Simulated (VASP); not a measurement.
# Zn2Cu3Si2Se8 (a cell with a defect) in VASP: notebook

Zn2Cu3Si2Se8 (a cell with a defect) is run at these levels: PBEsol; tasks: single point.

Everything below comes from runs of VASP 6.6.1. Logs are shortened: lines on timing, memory, paths and dates and some standing lists are left out, and cuts for length are marked.

## Step 1: The cell of the first run

The cell holds a defect, 15 atoms: a = 5.732 Å, b = 5.732 Å, c = 11.332 Å, α = 90.00°, β = 90.00°, γ = 90.00°.

## Step 2: Single point, PBEsol

Contents of INCAR:

```
SYSTEM = Zn2Cu3Si2Se8
  PREC = Accurate
  ENCUT = 520
  EDIFF = 1E-6
  ISMEAR = -1
  SIGMA = 0.05
  LREAL = Auto
  LASPH = .TRUE.
  NELM = 100
  ALGO = Normal
  ISIF = 2
  LWAVE = .FALSE.
  LCHARG = .FALSE.
  GGA = PS
  NBANDS = 70
  NELECT = 114.0
```

Contents of KPOINTS:

```
Automatic mesh
0
G
  2 2 1
  0 0 0
```

Contents of POSCAR:

```
Zn2Cu3Si2Se8
1.0
    5.7316980000      0.0000000000      0.0000000000
    0.0000000000      5.7316980000      0.0000000000
    0.0000000000      0.0000000000     11.3322100000
Zn Si Cu Se
2 2 3 8
Direct
   -0.0179876888      0.5033586906      0.2591903962
    0.4900816477      0.0122825732      0.7583516366
    0.0046757523     -0.0206919485      0.5011996777
    0.5087497632      0.4702271473      0.0097333177
    0.0121429985     -0.0308111139     -0.0149573649
    0.4881450488     -0.0190170522      0.2481775400
    0.4555194639      0.4526930763      0.4975904965
    0.2749447023      0.2475182747      0.9092401217
    0.2391263462      0.2075650183      0.3724604468
    0.7533544161      0.2227786600      0.6097045501
    0.7482599397      0.2322871861      0.1175410622
    0.7640318803      0.7440203584      0.3913711447
    0.7136803090      0.7225607490      0.8866496473
    0.2787132190      0.7114122203      0.1417375781
    0.1807317831      0.7150411623      0.6259944000
```

Potentials or basis: VASP PAW PBE potentials, release 64 (Zn, Si, Cu, Se).

Started as:

```console
$ cat potpaw_PBE.64/Zn/POTCAR potpaw_PBE.64/Si/POTCAR potpaw_PBE.64/Cu/POTCAR potpaw_PBE.64/Se/POTCAR > POTCAR
$ mpirun -np 1 vasp_std > vasp.out
```

OUTCAR:

```text
SYSTEM = Zn2Cu3Si2Se8
   PREC = Accurate
   ENCUT = 520
   EDIFF = 1E-6
   ISMEAR = -1
   LREAL = Auto
   LASPH = .TRUE.
   NELM = 100
   ISIF = 2
   GGA = PS
   NELECT = 114.0

 ion  position               nearest neighbor table
   1  0.982  0.503  0.259-  12 2.39  14 2.47   9 2.59  11 2.60
   2  0.490  0.012  0.758-   8 2.50  13 2.55  10 2.56  15 2.88
   3  0.005  0.979  0.501-  12 2.30  15 2.30  10 2.35   9 2.38
   4  0.509  0.470  0.010-   8 2.17  11 2.29  13 2.33  14 2.43
   5  0.012  0.969  0.985-   8 2.36  13 2.48  11 2.61  14 2.77
   6  0.488  0.981  0.248-  14 2.30   9 2.39  11 2.55  12 2.64
   7  0.456  0.453  0.498-   9 2.35  10 2.50  15 2.62  12 2.71
   8  0.275  0.248  0.909-   4 2.17   5 2.36   2 2.50
   9  0.239  0.208  0.372-   7 2.35   3 2.38   6 2.39   1 2.59
  10  0.753  0.223  0.610-   3 2.35   7 2.50   2 2.56
  11  0.748  0.232  0.118-   4 2.29   6 2.55   1 2.60   5 2.61
  12  0.764  0.744  0.391-   3 2.30   1 2.39   6 2.64   7 2.71
  13  0.714  0.723  0.887-   4 2.33   5 2.48   2 2.55
  14  0.279  0.711  0.142-   6 2.30   4 2.43   1 2.47   5 2.77
  15  0.181  0.715  0.626-   3 2.30   7 2.62   2 2.88

  LATTYP: Found a simple tetragonal cell.
 ALAT       =     5.7316980000
 C/A-ratio  =     1.9771121926

  Lattice vectors:

 A1 = (   5.7316980000,   0.0000000000,   0.0000000000)
 A2 = (   0.0000000000,   5.7316980000,   0.0000000000)
 A3 = (   0.0000000000,   0.0000000000,  11.3322100000)

Analysis of symmetry for initial positions (statically):
=====================================================================
 Subroutine PRICEL returns:
 Original cell was already a primitive cell.

 Routine SETGRP: Setting up the symmetry group for a
 simple tetragonal supercell.

 Subroutine GETGRP returns: Found  1 space group operations
 (whereof  1 operations were pure point group operations)
 out of a pool of 16 trial point group operations.

The static configuration has the point symmetry C_1 .

Analysis of symmetry for dynamics (positions and initial velocities):
=====================================================================
 Subroutine PRICEL returns:
 Original cell was already a primitive cell.

 Routine SETGRP: Setting up the symmetry group for a
 simple tetragonal supercell.

[... 120 lines left out ...]
   NELECT =     114.0000    total number of electrons
   NUPDOWN=      -1.0000    fix difference up-down
   EMIN   =  10.00;   EMAX   =-10.00  energy-range for DOS
   EFERMI =   0.00;   METHOD = LEGACY
   ISMEAR =    -1;   SIGMA  =   0.05  broadening in eV -4-tet -1-fermi 0-gaus
   EFERMI_NEDOS =   21; number of points for ismear=-14 and -15
   IALGO  =     38    algorithm
   IMIX   =      4    mixing-type and parameters
     AMIX     =   0.40;   BMIX     =  1.00
     AMIX_MAG =   1.60;   BMIX_MAG =  1.00
  volume/ion in A,a.u.               =      24.82       167.49
  Fermi-wavevector in a.u.,A,eV,Ry     =   1.103442  2.085202 16.566229  1.217583
  Thomas-Fermi vector in A             =   2.239900
   LORBIT       =      0    0 simple, 1 ext, 2 COOP (PROOUT), +10 PAW based schemes
   GGA     = PS    functional components
   LHFCALC =     F    Hartree Fock is set to
   AEXX    =    0.0000 exact exchange contribution
   IVDW    =     0    specifies the selected vdW correction
   LEPSILON=     F    determine dielectric tensor
   LRPA    =     F    only Hartree local field effects (RPA)
 non-spin polarized calculation
  energy-cutoff  :      520.00
  volume of cell :      372.29
 maximum number of plane-waves:     10031
 NGX is ok and might be reduce to    48
   NGX = 21   NGY = 21   NGZ = 43

 number of electron     113.9999981 magnetization

 Free energy of the ion-electron system (eV)
  ---------------------------------------------------
  ext. energy  EPLUGINS =         0.00000000
  ---------------------------------------------------
  free energy    TOTEN  =       -59.52192697 eV

  energy without entropy =      -59.52144770  energy(sigma->0) =      -59.52168734

 E-fermi :   2.6658     XC(G=0):  -9.1052

 val. band max:        2.3026571973   @ k =   0.0000   0.0000   0.0000
 cond. band min:       3.0051372098   @ k =   0.0000   0.0000   0.0000
 fundamental gap:      0.7024800124
 Fermi energy:         2.6657728050

 k-point     1 :       0.0000    0.0000    0.0000
  band No.  band energies     occupation
      1     -11.8773      2.00000
      2     -11.5825      2.00000
      3     -10.7584      2.00000
      4     -10.6242      2.00000
      5     -10.4889      2.00000
      6     -10.3350      2.00000
[... 277 lines left out ...]
     68       6.9672      0.00000
     69       6.9745      0.00000
 [bands above 69 left out]

------------------------ aborting loop because EDIFF is reached ----------------------------------------

  FORCE on cell =-STRESS in cart. coord.  units (eV):
  Direction    XX          YY          ZZ          XY          YZ          ZX
  --------------------------------------------------------------------------------------
  -------------------------------------------------------------------------------------
  Total       -1.3611483     -2.5273328     -1.5535207      0.7462297      2.0444078      3.2533397
  in kB       -5.8578037    -10.8765660     -6.6856925      3.2114555      8.7982620     14.0009910
  external PRESSURE =      -7.8066874 kB  Pullay stress =       0.0000000 kB

 VOLUME and BASIS-vectors are now :
 -----------------------------------------------------------------------------
  energy-cutoff  :      520.00
  volume of cell :      372.29
      direct lattice vectors                 reciprocal lattice vectors
     5.731698000  0.000000000  0.000000000     0.174468369  0.000000000  0.000000000
     0.000000000  5.731698000  0.000000000     0.000000000  0.174468369  0.000000000
     0.000000000  0.000000000 11.332210000     0.000000000  0.000000000  0.088244041

 POSITION                                       TOTAL-FORCE (eV/Angst)
 -----------------------------------------------------------------------------------
      5.62860      2.88510      2.93720         0.201342     -0.575466     -0.290843
      2.80900      0.07040      8.59380         0.009301     -0.482082     -0.333981
      0.02680      5.61310      5.67970        -0.103669     -0.160264      0.516973
      2.91600      2.69520      0.11030         0.491720      1.332041      0.908140
      0.06960      5.55510     11.16271        -0.326689     -0.325507      0.494995
      2.79790      5.62270      2.81240         0.602862      0.184897      0.220081
      2.61090      2.59470      5.63880         0.140237      0.302085      0.397247
      1.57590      1.41870     10.30370        -0.990263     -0.619223     -1.509592
      1.37060      1.18970      4.22080        -0.404216      0.091335      0.078125
      4.31800      1.27690      6.90930        -0.048924     -0.109166      0.204645
      4.28880      1.33140      1.33200         0.383318      0.062806      0.784382
      4.37920      4.26450      4.43510        -0.902594      0.025704     -0.607555
      4.09060      4.14150     10.04770         0.402797     -0.130581      0.083033
      1.59750      4.07760      1.60620        -0.343741     -0.364054     -0.891369
      1.03590      4.09840      7.09390         0.888519      0.767476     -0.054280
 -----------------------------------------------------------------------------------
    total drift:                                0.014994     -0.010277      0.003895

  FREE ENERGIE OF THE ION-ELECTRON SYSTEM (eV)
  ---------------------------------------------------
  free  energy   TOTEN  =       -59.5219269720 eV

  energy  without entropy=      -59.5214477044  energy(sigma->0) =      -59.52168734
```

stdout:

```text
POSCAR found type information on POSCAR ZnSiCuSe
 POSCAR found :  4 types and      15 ions
 scaLAPACK will be used
 -----------------------------------------------------------------------------
|                                                                             |
|                                                                             |
|     You enforced a specific xc type in the INCAR file but a different       |
|     I HOPE YOU KNOW WHAT YOU ARE DOING!                                     |
|                                                                             |
 -----------------------------------------------------------------------------

 LDA part: xc-table for (Slater+PW92), standard interpolation
 POSCAR, INCAR and KPOINTS ok, starting setup
 FFT: planning ... GRIDC
 FFT: planning ... GRID_SOFT
 FFT: planning ... GRID
 WAVECAR not read
 entering main loop
 the old and the new charge density differ
 old charge density:   113.00000 new  114.00000
    0.165E+01
```

Run time: 6.2 min. Hardware: 1 thread of Intel Xeon 8259CL, shared host; peak memory 0.48 GiB.

Results:

* Free energy: -59.5219 eV
* Largest force: 1.909 eV/Å

Forces on the atoms (eV/Å):
```
Zn   0.201 -0.575 -0.291
Zn   0.009 -0.482 -0.334
Si  -0.104 -0.160  0.517
Si   0.492  1.332  0.908
Cu  -0.327 -0.326  0.495
Cu   0.603  0.185  0.220
Cu   0.140  0.302  0.397
Se  -0.990 -0.619 -1.510
Se  -0.404  0.091  0.078
Se  -0.049 -0.109  0.205
Se   0.383  0.063  0.784
Se  -0.903  0.026 -0.608
Se   0.403 -0.131  0.083
Se  -0.344 -0.364 -0.891
Se   0.889  0.767 -0.054
```

Caveat: the k points lie up to 0.55 Å⁻¹ apart; the cell carries a net charge on a neutralising background, which shifts energy and pressure; the cell is charged against a uniform background, so pressure and absolute levels hang on convention; the PAW data sets were made with another functional, which shifts forces and pressure a little.

## Step 3: Single point, PBEsol

Contents of INCAR:

```
ALGO     = Normal         # electronic algorithm
EDIFF    = 1E-7           # SCF threshold, eV
ENCUT    = 520            # plane-wave cutoff, eV
GGA      = PS             # functional
ISIF     = 2              # what is computed and relaxed
ISMEAR   = -1             # smearing method
LASPH    = True           # aspherical terms in the spheres
LCHARG   = True           # write CHGCAR
LELF     = True           # ELF
LREAL    = Auto         
LVHAR    = True         
LWAVE    = False          # write WAVECAR
NBANDS   = 70             # bands
NELECT   = 114.0        
NELM     = 80             # most SCF steps
PREC     = Accurate       # precision mode
SIGMA    = 0.05           # smearing width, eV
```

Contents of KPOINTS:

```
k-points
0
Gamma
  2 2 1
```

Contents of POSCAR:

```
Zn2Cu3Si2Se8
1.0
    5.7316980000      0.0000000000      0.0000000000
    0.0000000000      5.7316980000      0.0000000000
    0.0000000000      0.0000000000     11.3322100000
Zn Si Cu Se
2 2 3 8
Direct
    0.0031229838      0.4113266261      0.2409327042
    0.4558684006     -0.0099446970      0.7383820102
   -0.0319800520     -0.0511890194      0.4990729964
    0.5064991212      0.4772407758     -0.0085067255
   -0.0050246890     -0.0224017385      0.0174634956
    0.4894361147     -0.0718460742      0.2598963485
    0.4952982519      0.4815675913      0.5260580240
    0.2214003599      0.2338050609      0.8936209265
    0.2386029410      0.1651866515      0.3788140177
    0.7466373839      0.1927003132      0.6172141180
    0.6987283698      0.2535723271      0.1295510761
    0.7520982438      0.7105398784      0.3798729462
    0.7265560747      0.7121449874      0.8971065662
    0.2621736177      0.6911041021      0.1286245137
    0.2056807599      0.7125462646      0.6246972126
```

Potentials or basis: VASP PAW PBE potentials, release 64 (Zn, Si, Cu, Se).

Started as:

```console
$ cat potpaw_PBE.64/Zn/POTCAR potpaw_PBE.64/Si/POTCAR potpaw_PBE.64/Cu/POTCAR potpaw_PBE.64/Se/POTCAR > POTCAR
$ mpirun -np 1 vasp_std > vasp.out
```

OUTCAR:

```text
EDIFF = 1E-7
   ENCUT = 520
   GGA = PS
   ISIF = 2
   ISMEAR = -1
   LASPH = True
   LREAL = Auto
   NELECT = 114.0
   NELM = 80
   PREC = Accurate

 ion  position               nearest neighbor table
   1  0.003  0.411  0.241-  11 2.34   9 2.50  14 2.53  12 2.74
   2  0.456  0.990  0.738-  10 2.45  15 2.50   8 2.62  13 2.86
   3  0.968  0.949  0.499-  12 2.29  10 2.31  15 2.39   9 2.41
   4  0.506  0.477  0.991-  13 2.13  11 2.30   8 2.42  14 2.42
   5  0.995  0.978  0.017-   8 2.41  13 2.56  14 2.57  11 2.65
   6  0.489  0.928  0.260-  12 2.38   9 2.39  14 2.40  11 2.66
   7  0.495  0.482  0.526-  15 2.40  10 2.43  12 2.58
   8  0.221  0.234  0.894-   5 2.41   4 2.42   2 2.62
   9  0.239  0.165  0.379-   6 2.39   3 2.41   1 2.50
  10  0.747  0.193  0.617-   3 2.31   7 2.43   2 2.45
  11  0.699  0.254  0.130-   4 2.30   1 2.34   5 2.65   6 2.66
  12  0.752  0.711  0.380-   3 2.29   6 2.38   7 2.58   1 2.74
  13  0.727  0.712  0.897-   4 2.13   5 2.56   2 2.86
  14  0.262  0.691  0.129-   6 2.40   4 2.42   1 2.53   5 2.57
  15  0.206  0.713  0.625-   3 2.39   7 2.40   2 2.50

  LATTYP: Found a simple tetragonal cell.
 ALAT       =     5.7316980000
 C/A-ratio  =     1.9771121926

  Lattice vectors:

 A1 = (   5.7316980000,   0.0000000000,   0.0000000000)
 A2 = (   0.0000000000,   5.7316980000,   0.0000000000)
 A3 = (   0.0000000000,   0.0000000000,  11.3322100000)

Analysis of symmetry for initial positions (statically):
=====================================================================
 Subroutine PRICEL returns:
 Original cell was already a primitive cell.

 Routine SETGRP: Setting up the symmetry group for a
 simple tetragonal supercell.

 Subroutine GETGRP returns: Found  1 space group operations
 (whereof  1 operations were pure point group operations)
 out of a pool of 16 trial point group operations.

[... 151 lines left out ...]
  energy-cutoff  :      520.00
  volume of cell :      372.29
 maximum number of plane-waves:     10031
 NGX is ok and might be reduce to    48
   NGX = 21   NGY = 21   NGZ = 43

 number of electron     114.0000005 magnetization

 Free energy of the ion-electron system (eV)
  ---------------------------------------------------
  ext. energy  EPLUGINS =         0.00000000
  ---------------------------------------------------
  free energy    TOTEN  =       -59.59914039 eV

  energy without entropy =      -59.59854179  energy(sigma->0) =      -59.59884109

 E-fermi :   2.6678     XC(G=0):  -9.1130

 val. band max:        2.2999304773   @ k =   0.0000   0.0000   0.0000
 cond. band min:       2.9949303293   @ k =   0.0000   0.0000   0.0000
 fundamental gap:      0.6949998520
 Fermi energy:         2.6678434784

 k-point     1 :       0.0000    0.0000    0.0000
  band No.  band energies     occupation
      1     -11.7726      2.00000
      2     -11.5044      2.00000
      3     -10.7602      2.00000
      4     -10.4846      2.00000
      5     -10.4381      2.00000
      6     -10.3156      2.00000
[... 277 lines left out ...]
     68       6.8499      0.00000
     69       7.1781      0.00000
 [bands above 69 left out]

------------------------ aborting loop because EDIFF is reached ----------------------------------------

  FORCE on cell =-STRESS in cart. coord.  units (eV):
  Direction    XX          YY          ZZ          XY          YZ          ZX
  --------------------------------------------------------------------------------------
  -------------------------------------------------------------------------------------
  Total       -2.9765328     -1.8652273     -1.9389554      2.0998899     -0.9097295      0.4972389
  in kB      -12.8097320     -8.0271454     -8.3444398      9.0370335     -3.9150892      2.1399048
  external PRESSURE =      -9.7271057 kB  Pullay stress =       0.0000000 kB

 VOLUME and BASIS-vectors are now :
 -----------------------------------------------------------------------------
  energy-cutoff  :      520.00
  volume of cell :      372.29
      direct lattice vectors                 reciprocal lattice vectors
     5.731698000  0.000000000  0.000000000     0.174468369  0.000000000  0.000000000
     0.000000000  5.731698000  0.000000000     0.000000000  0.174468369  0.000000000
     0.000000000  0.000000000 11.332210000     0.000000000  0.000000000  0.088244041

 POSITION                                       TOTAL-FORCE (eV/Angst)
 -----------------------------------------------------------------------------------
      0.01790      2.35760      2.73030         0.632697      0.632757      0.443080
      2.61290      5.67470      8.36750        -0.224880     -0.178247      0.482522
      5.54840      5.43830      5.65560         0.830117     -0.030700     -0.072005
      2.90310      2.73540     11.23581        -1.946739     -0.788286      1.061386
      5.70290      5.60330      0.19790        -0.038477     -0.127086      0.195640
      2.80530      5.31990      2.94520        -0.007770      0.056113     -0.153109
      2.83890      2.76020      5.96140         0.022016      0.001764     -0.354747
      1.26900      1.34010     10.12670         1.046068      0.221854     -0.366029
      1.36760      0.94680      4.29280        -0.639463      0.420142      0.345073
      4.27950      1.10450      6.99440         0.127337      0.260621      0.099352
      4.00490      1.45340      1.46810         0.109311     -1.460940     -0.036647
      4.31080      4.07260      4.30480        -0.061590     -0.492140     -0.088813
      4.16440      4.08180     10.16620         0.728719      1.122081     -1.205185
      1.50270      3.96120      1.45760        -0.374002      0.066932     -0.260261
      1.17890      4.08410      7.07920        -0.203345      0.295134     -0.090259
 -----------------------------------------------------------------------------------
    total drift:                               -0.009942     -0.002823     -0.017999

  FREE ENERGIE OF THE ION-ELECTRON SYSTEM (eV)
  ---------------------------------------------------
  free  energy   TOTEN  =       -59.5991403860 eV

  energy  without entropy=      -59.5985417922  energy(sigma->0) =      -59.59884109
```

Wall time 7.2 min (1 thread of Intel Xeon 8259CL, shared host); peak memory 0.48 GiB.

Results:

```
Free energy   : -59.5991 eV
Largest force : 2.353 eV/Å
```

Forces on the atoms (eV/Å):
```
Zn   0.633  0.633  0.443
Zn  -0.225 -0.178  0.483
Si   0.830 -0.031 -0.072
Si  -1.947 -0.788  1.061
Cu  -0.038 -0.127  0.196
Cu  -0.008  0.056 -0.153
Cu   0.022  0.002 -0.355
Se   1.046  0.222 -0.366
Se  -0.639  0.420  0.345
Se   0.127  0.261  0.099
Se   0.109 -1.461 -0.037
Se  -0.062 -0.492 -0.089
Se   0.729  1.122 -1.205
Se  -0.374  0.067 -0.260
Se  -0.203  0.295 -0.090
```

Caveat: the k points lie up to 0.55 Å⁻¹ apart; the cell carries a net charge on a neutralising background, which shifts energy and pressure; the cell is charged against a uniform background, so pressure and absolute levels hang on convention; the PAW data sets were made with another functional, which shifts forces and pressure a little.
